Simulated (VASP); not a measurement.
Write the native input for VASP 6.6.1 that does the following.

* Task: single point
* Functional: PBEsol
* Potentials or basis: VASP PAW PBE potentials, release 64 (C)
* Cutoff: 520 eV
* k mesh: 17 × 17 × 20
* Occupations: fermi-dirac, width 0.1 eV
* Spin: no spin polarisation
* Dipole correction: no
* Further INCAR settings: ALGO = Normal; EDIFF = 1e-06; NBANDS = 11; ISYM = 0

The structure of C lies in POSCAR:

```
C
1.0
   -1.2891105480      1.2891125450      1.8230371502
    1.2891125450     -1.2891105480      1.8230371502
    1.2891094211      1.2891094211     -1.8230334926
C
2
Direct
    0.0000001517      0.9999998483      0.0000000000
    0.7499998483      0.2500001517      0.5000000000
```

These files were run (other wordings do the same):

INCAR

```
ALGO = Normal
EDIFF = 1E-6
ENCUT = 520
GGA = PS
ISIF = 2
ISMEAR = -1
ISYM = 0
LASPH = T
LCHARG = F
LREAL = F
LWAVE = F
NBANDS = 11
NELM = 80
PREC = Accurate
SIGMA = 0.1
```

KPOINTS

```
k-points
0
Gamma
  17 17 20
```

Potentials or basis: VASP PAW PBE potentials, release 64 (C).

Run with:

```sh
$ cat potpaw_PBE.64/C/POTCAR > POTCAR
$ mpirun -np 1 vasp_std > vasp.out
```

Results of the run:

| Quantity | Value |
| --- | --- |
| Pressure | -29.3 GPa |
| Band gap on the k mesh | 3.86 eV (least direct gap 5.36 eV) |

Caveat: the cell stands under tension; the PAW data sets were made with another functional, which shifts forces and pressure a little.

Wall time 2.8 min on 1 thread of Intel(R) Xeon(R) 6975P-C (Granite Rapids) (shared host), peak memory 0.39 GiB.
